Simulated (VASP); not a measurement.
# HBr (I4/mmm) in VASP: notebook

The runs below take HBr through electric field gradients, vibrations by perturbation theory, with LDA.

Everything below comes from runs of VASP 6.6.1. Logs are shortened: lines on timing, memory, paths and dates and some standing lists are left out, and cuts for length are marked.

**1. The cell of the first run**

The structure is tetragonal, space group I4/mmm (No. 139). Conventional cell: a = 4.891 Å, b = 4.891 Å, c = 3.332 Å, α = 90.00°, β = 90.00°, γ = 90.00°. H (site symmetry 4/mmm) has 2 Br at 1.67 Å within 2.2 Å. Within 2.2 Å of Br (site symmetry 4/mmm) lie 2 H at 1.67 Å.

**2. Electric field gradients, LDA**

Contents of INCAR:

```
  PREC = Accurate
  ENCUT = 520
  EDIFF = 1E-8
  ISMEAR = 0
  SIGMA = 0.01
  LREAL = F
  LASPH = T
  NELM = 100
  ALGO = Normal
  ISIF = 2
  LWAVE = F
  LCHARG = F
  LEFG = T
  NBANDS = 11
```

Contents of KPOINTS:

```
Automatic mesh
0
Gamma
  10 10 10
```

Contents of POSCAR:

```
HBr
1.0
    0.0000000000      3.4587104553      3.4587288830
    1.6660189099      0.0000000000      3.4587288830
    1.6660189099      3.4587104553      0.0000000000
H Br
1 1
Direct
    0.0000000000      0.0000000000      0.0000000000
    0.5000000000      0.5000000000      0.5000000000
```

Potentials or basis: VASP PAW LDA potentials, release 64 (H, Br).

The run is started by

```bash
> cat potpaw_LDA.64/H/POTCAR potpaw_LDA.64/Br/POTCAR > POTCAR
> mpirun -np 1 vasp_std > vasp.out
```

OUTCAR:

```text
PREC = Accurate
   ENCUT = 520
   EDIFF = 1E-8
   ISMEAR = 0
   LREAL = F
   LASPH = T
   NELM = 100
   ISIF = 2

 ion  position               nearest neighbor table
   1  0.000  0.000  0.000-   2 1.67   2 1.67
   2  0.500  0.500  0.500-   1 1.67   1 1.67

  LATTYP: Found a face centered orthorhombic cell.
 ALAT       =     3.3320378198
 B/A-ratio  =     2.0760331319
 C/A-ratio  =     2.0760441928

  Lattice vectors:

 A1 = (   0.0000000000,   3.4587104553,   3.4587288830)
 A2 = (   1.6660189099,   0.0000000000,   3.4587288830)
 A3 = (   1.6660189099,   3.4587104553,   0.0000000000)

Analysis of symmetry for initial positions (statically):
=====================================================================
 Subroutine PRICEL returns:
 Original cell was already a primitive cell.

 Routine SETGRP: Setting up the symmetry group for a
 face centered orthorhombic supercell.

 Subroutine GETGRP returns: Found  8 space group operations
 (whereof  8 operations were pure point group operations)
 out of a pool of  8 trial point group operations.

The static configuration has the point symmetry D_2h.

Analysis of symmetry for dynamics (positions and initial velocities):
=====================================================================
 Subroutine PRICEL returns:
 Original cell was already a primitive cell.

 Routine SETGRP: Setting up the symmetry group for a
 face centered orthorhombic supercell.

 Subroutine GETGRP returns: Found  8 space group operations
 (whereof  8 operations were pure point group operations)
 out of a pool of  8 trial point group operations.

The dynamic configuration has the point symmetry D_2h.

 Subroutine INISYM returns: Found  8 space group operations
 (whereof  8 operations are pure point group operations),
 and found     1 'primitive' translations

----------------------------------------------------------------------------------------

                                     Primitive cell

  volume of cell :      39.8603

  direct lattice vectors                    reciprocal lattice vectors
     0.000000000  3.458710455  3.458728883    -0.300116642  0.144562549  0.144561779
[... 132 lines left out ...]
  energy without entropy =       -5.51963472  energy(sigma->0) =       -5.51963472

 E-fermi :  -1.0901     XC(G=0):  -8.2148

 val. band max:       -1.1411369609   @ k =   0.5000   0.5000   0.0000
 cond. band min:      -0.2279652599   @ k =   0.0000   0.5000   0.5000
 fundamental gap:      0.9131717010
 Fermi energy:        -1.0900847109

 k-point     1 :       0.0000    0.0000    0.0000
  band No.  band energies     occupation
      1     -16.0194      2.00000
      2      -1.7325      2.00000
      3      -1.3930      2.00000
      4      -1.3930      2.00000
      5       0.4358      0.00000
      6       4.5860      0.00000
      7       8.3407      0.00000
      8      13.2079      0.00000
      9      13.2079      0.00000
     10      13.8366      0.00000
     11      13.8366      0.00000
[... 309 lines left out ...]
 k-point    24 :       0.1000    0.2000    0.1000
  band No.  band energies     occupation
      1     -15.6163      2.00000
      2      -5.2220      2.00000
      3      -1.5833      2.00000
      4      -1.2991      2.00000
      5       4.7227      0.00000
      6       5.5464      0.00000
      7       8.6697      0.00000
      8       9.5045      0.00000
      9      10.3970      0.00000
     10      13.6273      0.00000
     11      16.7262      0.00000

 [... further k-points ...]

------------------------ aborting loop because EDIFF is reached ----------------------------------------

  FORCE on cell =-STRESS in cart. coord.  units (eV):
  Direction    XX          YY          ZZ          XY          YZ          ZX
  --------------------------------------------------------------------------------------
  -------------------------------------------------------------------------------------
  Total        0.0307998     -0.0107668     -0.0107882     -0.0000000      0.0000000      0.0000000
  in kB        1.2379923     -0.4327709     -0.4336300     -0.0000000      0.0000000      0.0000000
  external PRESSURE =       0.1238638 kB  Pullay stress =       0.0000000 kB

 VOLUME and BASIS-vectors are now :
 -----------------------------------------------------------------------------
  energy-cutoff  :      520.00
  volume of cell :       39.86
      direct lattice vectors                 reciprocal lattice vectors
     0.000000000  3.458710455  3.458728883    -0.300116642  0.144562549  0.144561779
     1.666018910  0.000000000  3.458728883     0.300116642 -0.144562549  0.144561779
     1.666018910  3.458710455  0.000000000     0.300116642  0.144562549 -0.144561779

 POSITION                                       TOTAL-FORCE (eV/Angst)
 -----------------------------------------------------------------------------------
      0.00000      0.00000      0.00000         0.000000      0.000000      0.000000
      1.66602      3.45871      3.45873         0.000000     -0.000000      0.000000
 -----------------------------------------------------------------------------------
    total drift:                                0.000000      0.000000      0.000000

  FREE ENERGIE OF THE ION-ELECTRON SYSTEM (eV)
  ---------------------------------------------------
  free  energy   TOTEN  =        -5.5196347172 eV

  energy  without entropy=       -5.5196347172  energy(sigma->0) =       -5.51963472

 Electric field gradients (V/A^2)
---------------------------------------------------------------------
 ion       V_xx      V_yy      V_zz      V_xy      V_xz      V_yz
---------------------------------------------------------------------
   1      11.030    -5.515    -5.515    -0.000    -0.000    -0.001
   2     649.041  -324.521  -324.520     0.000     0.000    -0.000
---------------------------------------------------------------------

 Electric field gradients after diagonalization (V/A^2)
 (convention: |V_zz| > |V_xx| > |V_yy|)
----------------------------------------------------------------------
 ion       V_xx      V_yy      V_zz     asymmetry (V_yy - V_xx)/ V_zz
----------------------------------------------------------------------
   1      -5.516    -5.514    11.030       0.000
   2    -324.521  -324.520   649.041       0.000
----------------------------------------------------------------------

           NMR quadrupolar parameters

 Cq : quadrupolar parameter    Cq=e*Q*V_zz/h
 eta: asymmetry parameters     (V_yy - V_xx)/ V_zz
 Q  : nuclear electric quadrupole moment in mb (millibarn)
----------------------------------------------------------------------
 ion       Cq(MHz)       eta       Q (mb)
----------------------------------------------------------------------
   1       0.027       0.000       1.000
   2       1.569       0.000       1.000
----------------------------------------------------------------------
```

stdout:

```text
POSCAR found type information on POSCAR H Br
 POSCAR found :  2 types and       2 ions
 scaLAPACK will be used
 -----------------------------------------------------------------------------
|                                                                             |
|           W    W    AA    RRRRR   N    N  II  N    N   GGGG   !!!           |
|           W    W   A  A   R    R  NN   N  II  NN   N  G    G  !!!           |
|           W    W  A    A  R    R  N N  N  II  N N  N  G       !!!           |
[... 18 lines left out ...]

 LDA part: xc-table for (Slater(with rela. corr.)+CA(PZ))
 , standard interpolation
 POSCAR, INCAR and KPOINTS ok, starting setup
 FFT: planning ... GRIDC
 FFT: planning ... GRID_SOFT
 FFT: planning ... GRID
 WAVECAR not read
 entering main loop
ion   1

ion   2
```

Wall time 39 s (1 thread of AMD EPYC 9R45 (Zen 5), shared host); peak memory 0.17 GiB.

Results:

* Free energy: -5.5196 eV
* Pressure: 0.0 GPa
* Band gap on the k mesh: 0.91 eV (least direct gap 1.26 eV)
* Largest electric field gradient by atom: H +11.0; Br +649.0 V/Å²

Stress tensor (GPa, compression positive):
```
 0.12  0.00  0.00
 0.00 -0.04  0.00
 0.00  0.00 -0.04
```

Electric field gradients, principal values (V/Å²):
| atom | least | middle | greatest (by size) |
| --- | --- | --- | --- |
| 1 H | -5.514 | -5.516 | 11.030 |
| 2 Br | -324.520 | -324.521 | 649.041 |

Caveat: without QUAD_EFG the Cq values of the log hold for a quadrupole moment of 1 mb, not for the nuclei. A k mesh can miss the band edges.

**3. Vibrations by perturbation theory, LDA (19.53 Å³/atom)**

This run uses another cell than the first one, of 19.53 Å³/atom.

Contents of INCAR:

```
  ALGO = Normal
  EDIFF = 1E-8
  ENCUT = 520
  GGA = CA
  IBRION = 8
  ISIF = 2
  ISMEAR = 0
  LASPH = True
  LCHARG = True
  LEPSILON = True
  LREAL = False
  LWAVE = False
  NELM = 100
  NSW = 1
  PREC = Accurate
  SIGMA = 0.01
```

Contents of KPOINTS:

```
k-points
0
Gamma
  10 10 10
```

Contents of POSCAR:

```
HBr
1.0
    0.0000000000      3.4247678528      3.4247737291
    1.6652280017      0.0000000000      3.4247737291
    1.6652280017      3.4247678528      0.0000000000
H Br
1 1
Direct
    0.0000000000      0.0000000000      0.0000000000
    0.5000000000      0.5000000000      0.5000000000
```

Potentials or basis: VASP PAW LDA potentials, release 64 (H, Br).

The run is started by

```bash
> cat potpaw_LDA.64/H/POTCAR potpaw_LDA.64/Br/POTCAR > POTCAR
> mpirun -np 1 vasp_std > vasp.out
```

OUTCAR:

```text
EDIFF = 1E-8
   ENCUT = 520
   GGA = CA
   IBRION = 8
   ISIF = 2
   ISMEAR = 0
   LASPH = True
   LEPSILON = True
   LREAL = False
   NELM = 100
   NSW = 1
   PREC = Accurate

 ion  position               nearest neighbor table
   1  0.000  0.000  0.000-   2 1.67   2 1.67
   2  0.500  0.500  0.500-   1 1.67   1 1.67

  LATTYP: Found a body centered tetragonal cell.
 ALAT       =     4.8433573006
 C/A-ratio  =     0.6876337624

  Lattice vectors:

 A1 = (   1.6652280017,   0.0000000000,   3.4247737291)
 A2 = (   1.6652280017,   0.0000000000,  -3.4247737291)
 A3 = (  -1.6652280017,   3.4247678528,   0.0000000000)

Analysis of symmetry for initial positions (statically):
=====================================================================
 Subroutine PRICEL returns:
 Original cell was already a primitive cell.

 Routine SETGRP: Setting up the symmetry group for a
 body centered tetragonal supercell.

 Subroutine GETGRP returns: Found 16 space group operations
 (whereof 16 operations were pure point group operations)
 out of a pool of 16 trial point group operations.

The static configuration has the point symmetry D_4h.

Analysis of symmetry for dynamics (positions and initial velocities):
=====================================================================
 Subroutine PRICEL returns:
 Original cell was already a primitive cell.

 Routine SETGRP: Setting up the symmetry group for a
 body centered tetragonal supercell.

 Subroutine GETGRP returns: Found 16 space group operations
 (whereof 16 operations were pure point group operations)
 out of a pool of 16 trial point group operations.

The dynamic configuration has the point symmetry D_4h.

 Subroutine INISYM returns: Found 16 space group operations
 (whereof 16 operations are pure point group operations),
 and found     1 'primitive' translations

----------------------------------------------------------------------------------------

                                     Primitive cell

  volume of cell :      39.0631

  direct lattice vectors                    reciprocal lattice vectors
     0.000000000  3.424767853  3.424773729    -0.300259183  0.145995297  0.145995047
     1.665228002  0.000000000  3.424773729     0.300259183 -0.145995297  0.145995047
     1.665228002  3.424767853  0.000000000     0.300259183  0.145995297 -0.145995047

  length of vectors
     4.843357301  3.808156955  3.808151670     0.364396429  0.364396429  0.364396429

  position of ions in fractional coordinates (direct lattice)
     0.000000000  0.000000000  0.000000000
     0.500000000  0.500000000  0.500000000

  ion indices of the primitive-cell ions
   primitive index   ion index
[... 460 lines left out ...]

------------------------ aborting loop because EDIFF is reached ----------------------------------------

[... ionic steps 6 to 6 ...]

--------------------------------------- Ionic step        7  -------------------------------------------

------------------------ aborting loop because EDIFF is reached ----------------------------------------

--------------------------------------- Ionic step        8  -------------------------------------------

 Free energy of the ion-electron system (eV)
  ---------------------------------------------------
  ---------------------------------------------------
  free energy    TOTEN  =        -0.13830313 eV

  energy without entropy =       -0.13830313

------------------------ aborting loop because EDIFF is reached ----------------------------------------

 INTERNAL STRAIN TENSOR  FOR ION    2  DIRECTION 2   (eV/Angst):
 -----------------------------------------------------------------------------
     0.01601  0.00000  0.00000
     0.00000  0.00580  0.00000
     0.00000  0.00000 -0.00022

 MACROSCOPIC STATIC DIELECTRIC TENSOR (including local field effects in DFT)
 ------------------------------------------------------
          36.345763     0.000000     0.000000
          -0.000000     2.658680     0.000000
           0.000000     0.000000     2.658689
 ------------------------------------------------------

 PIEZOELECTRIC TENSOR (including local field effects)  for field in x, y, z        (e  Angst)
          XX          YY          ZZ          XY          YZ          ZX
  --------------------------------------------------------------------------------
  x     0.00000     0.00000     0.00000     0.00000     0.00000     0.00000
  y     0.00000     0.00000     0.00000     0.00000     0.00000     0.00000
  z     0.00000     0.00000     0.00000     0.00000     0.00000     0.00000

 PIEZOELECTRIC TENSOR (including local field effects)  for field in x, y, z        (C/m^2)
          XX          YY          ZZ          XY          YZ          ZX
  --------------------------------------------------------------------------------
  x     0.00000     0.00000     0.00000     0.00000     0.00000     0.00000
  y     0.00000     0.00000     0.00000     0.00000     0.00000     0.00000
  z     0.00000     0.00000     0.00000     0.00000     0.00000     0.00000

 BORN EFFECTIVE CHARGES (including local field effects) (in |e|, cummulative output)
 ---------------------------------------------------------------------------------
 ion    1
    1    12.43585     0.00000     0.00000
    2     0.00000     0.21651     0.00000
    3     0.00000     0.00000     0.21651
 ion    2
    1   -12.43585     0.00000     0.00000
    2     0.00000    -0.21651     0.00000
    3     0.00000     0.00000    -0.21651

 INTERNAL STRAIN TENSOR FOR ION    2 for displacements in x,y,z  (eV/Angst):
          X           Y           Z          XY          YZ          ZX
  --------------------------------------------------------------------------------
  x     0.00000     0.00000     0.00000     0.00000     0.00000     0.00000
  y     0.00000     0.00000     0.00000     0.00000     0.00000     0.00000
  z     0.00000     0.00000     0.00000     0.00000     0.00000     0.00000

 SECOND DERIVATIVES (NOT SYMMETRIZED)
 ------------------------------------
               1X          1Y          1Z          2X          2Y          2Z
  1X    14.030028    0.000000    0.000000  -14.030028    0.000000    0.000000
  1Y     0.000000    3.387928    0.000000    0.000000   -3.387928    0.000000
  1Z     0.000000    0.000000    3.387940    0.000000    0.000000   -3.387940
  2X   -14.021728    0.000000    0.000000   14.021728    0.000000    0.000000
  2Y     0.000000   -3.383421    0.000000    0.000000    3.383421    0.000000
  2Z     0.000000    0.000000   -3.383432    0.000000    0.000000    3.383432

 Eigenvectors and eigenvalues of the dynamical matrix
 ----------------------------------------------------

   1 f  =    0.002128 THz     0.013372 2PiTHz    0.070991 cm-1     0.008802 meV
             X         Y         Z           dx          dy          dz
      0.000000  0.000000  0.000000    -0.000000    0.000043    0.111104
      1.665228  3.424768  3.424774    -0.000000    0.000380    0.993809
[... 21 lines left out ...]
   6 f/i=   58.922227 THz   370.219268 2PiTHz 1965.433919 cm-1   243.682639 meV
             X         Y         Z           dx          dy          dz
      0.000000  0.000000  0.000000     0.993804   -0.000000    0.000000
      1.665228  3.424768  3.424774    -0.111145    0.000000    0.000000

--------------------------------------------------------------------------------------------------------

 MACROSCOPIC STATIC DIELECTRIC TENSOR IONIC CONTRIBUTION
 ------------------------------------------------------
           0.000000     0.000000     0.000000
           0.000000     0.000000     0.000000
           0.000000     0.000000     0.000000
 ------------------------------------------------------

 ELASTIC MODULI CONTR FROM IONIC RELAXATION (kBar)
 Direction    XX          YY          ZZ          XY          YZ          ZX
 --------------------------------------------------------------------------------
 XX           0.0000      0.0000      0.0000      0.0000      0.0000      0.0000
 YY           0.0000      0.0000      0.0000      0.0000      0.0000      0.0000
 ZZ           0.0000      0.0000      0.0000      0.0000      0.0000      0.0000
 XY           0.0000      0.0000      0.0000      0.0000      0.0000      0.0000
 YZ           0.0000      0.0000      0.0000      0.0000      0.0000      0.0000
 ZX           0.0000      0.0000      0.0000      0.0000      0.0000      0.0000
 --------------------------------------------------------------------------------

 PIEZOELECTRIC TENSOR IONIC CONTR  for field in x, y, z        (C/m^2)
          XX          YY          ZZ          XY          YZ          ZX
  --------------------------------------------------------------------------------
  x     0.00000     0.00000     0.00000     0.00000     0.00000     0.00000
  y     0.00000     0.00000     0.00000     0.00000     0.00000     0.00000
  z     0.00000     0.00000     0.00000     0.00000     0.00000     0.00000
```

stdout:

```text
POSCAR found type information on POSCAR H Br
 POSCAR found :  2 types and       2 ions
 scaLAPACK will be used
 LDA part: xc-table for (Slater(with rela. corr.)+CA(PZ))
 , standard interpolation
 POSCAR, INCAR and KPOINTS ok, starting setup
 FFT: planning ... GRIDC
 FFT: planning ... GRID_SOFT
 FFT: planning ... GRID
 WAVECAR not read
[... 33 lines left out ...]
 force on displaced ion       1 direction 2 :   0.000   3.388   0.000
 Born effective charge ion    1 direction 2 :   0.000   0.217   0.000
 Linear response progress:
 first order change of Fermi-energy  -0.13795E-05
 force on displaced ion       2 direction 1 :  14.022   0.000   0.000
 Born effective charge ion    2 direction 1 : -13.191   0.000   0.000
 Linear response progress:
 first order change of Fermi-energy   0.81355E-03
 force on displaced ion       2 direction 2 :   0.000   3.383   0.000
 Born effective charge ion    2 direction 2 :   0.000  -0.216   0.000
 Born effective charges drift removed
 Linear response finished
```

It took 5.3 min on 1 thread of AMD EPYC 9R45 (Zen 5), shared host; peak memory 0.3 GiB.

Results:

```yaml
Electronic_dielectric_tensor_diagonal: 36.35, 2.66, 2.66
Born_charges_mean_of_the_diagonal: H +4.29; Br -4.29 e
Highest_phonon_frequency_at_Γ_LO-TO_splitting_left_out: 0 cm⁻¹
Most_unstable_mode: 1965i cm⁻¹
```

Phonon frequencies in cm⁻¹ (negative: imaginary):
```csv
q point,frequencies
"(0.000, 0.000, 0.000)",-1965 -966 -966 0 0 0
```

Electronic dielectric tensor:
```
36.35  0.00  0.00
 0.00  2.66  0.00
 0.00  0.00  2.66
```

Born effective charge tensors (e):
atom 1, H
```
12.44  0.00  0.00
 0.00  0.22  0.00
 0.00  0.00  0.22
```
atom 2, Br
```
-12.44   0.00   0.00
  0.00  -0.22   0.00
  0.00   0.00  -0.22
```

Caveat: some modes are imaginary.

(Continued in part 2 of 2.)
